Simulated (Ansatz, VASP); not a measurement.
# Fe in VASP and in Ansatz

```
Fe
1.0
    -1.38144    1.38144    1.55412
     1.38144   -1.38144    1.55412
     1.38144    1.38144   -1.55412
Fe
1
Direct
  0.00000 0.00000 0.00000
```

Change from the starting cell: strain -0.040 along x and y, +0.080 along z, atoms carried along.

Alike in both runs: task single point; functional PBEsol; k mesh 24 × 24 × 24; occupations gaussian, width 0.15 eV; collinear spin.

|  | VASP | Ansatz |
| --- | --- | --- |
| version | VASP 6.6.1 | Ansatz 0.2.0 |
| potentials or method | VASP PAW PBE potentials, release 64 (Fe), cutoff 520 eV | scalar-relativistic, plane waves, PAW |
| valence electrons in the cell | 8 | 16 |

VASP gave:

```
gap on the k mesh at the Fermi level (eV)                     : none
pressure (GPa)                                                : -14.4
traceless stress, the component that is largest in VASP (GPa) : -6.20
net moment per atom (μB)                                      : 2.31
size of the moment on the site where the two differ most (μB) : 2.31
```

Task: What did Ansatz give for the same quantities?

Result: gap on the k mesh at the Fermi level (eV): none; pressure (GPa): -14.7; traceless stress, the component that is largest in VASP (GPa): -6.29; net moment per atom (μB): 2.29; size of the moment on the site where the two differ most (μB): 2.33.

VASP's potentials were made for PBE, not for PBEsol. Site moments also hang on the region over which each program counts them. A gap of «none» marks a metal or a gap that the smearing closes. VASP's potentials hold 8 valence electrons a cell and Ansatz's 16, so a difference there can come from the potentials and not from the codes.
